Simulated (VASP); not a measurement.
Here is a VASP 6.6.1 calculation.

The input INCAR:

```
PREC = Accurate
ENCUT = 520
EDIFF = 1E-7
ISMEAR = 0
SIGMA = 0.1
LREAL = F
LASPH = T
NELM = 80
ALGO = Normal
ISIF = 2
LWAVE = F
LCHARG = F
GGA = PE
NBANDS = 61
```

Contents of KPOINTS:

```
Automatic mesh
0
Gamma
  2 3 3
```

Contents of POSCAR:

```
BeZn5Se6
1.0
    0.0003871568     -0.0003449980      6.5351742168
    6.8912872146      0.0003079445      0.0002704721
   -3.4453694316      5.9676576903     -0.0004657663
Be Zn Se
1 5 6
Direct
    0.0025566916     -0.0000118557      0.0000748196
    0.0053931553      0.6666129896      0.3334293645
    0.0053258238      0.3332439842      0.6666940899
    0.5065015723      1.0001217278      0.3250752736
    0.5065287051      0.6749553126      0.6748629699
    0.5065218230      0.3250605135     -0.0000562719
    0.3844947285      0.6667157965      0.3332319035
    0.3844598149      0.3333969885      0.6666202867
    0.3498027050      0.0000175168     -0.0000827964
    0.8861434962      0.9999480652      0.3105657703
    0.8861380784      0.6894334693      0.6895283867
    0.8861344060      0.3105054916      0.0000562036
```

Potentials or basis: VASP PAW PBE potentials, release 64 (Be, Zn, Se).

The run is started by

```sh
$ cat potpaw_PBE.64/Be/POTCAR potpaw_PBE.64/Zn/POTCAR potpaw_PBE.64/Se/POTCAR > POTCAR
$ mpirun -np 1 vasp_std > vasp.out
```

Question: What does it give for the largest force?

Answer: 0.013 eV/Å.

Question: Estimate the pressure.

Answer: 0.2 GPa.

Question: Estimate the band gap on the k mesh.

Answer: 1.55 eV, direct.

Forces on the atoms (eV/Å):
```
Be   0.000 -0.001  0.002
Zn   0.001 -0.001 -0.009
Zn   0.001  0.000 -0.008
Zn   0.000 -0.004  0.012
Zn   0.002  0.002  0.011
Zn  -0.002  0.000  0.012
Se  -0.001  0.001 -0.001
Se  -0.001  0.001 -0.002
Se  -0.001  0.001 -0.006
Se   0.002 -0.004 -0.004
Se   0.002  0.004 -0.004
Se  -0.004  0.000 -0.004
```

Caveat: the k points lie up to 0.48 Å⁻¹ apart. A hybrid or GW would open this gap; PBE tends to underestimate it.
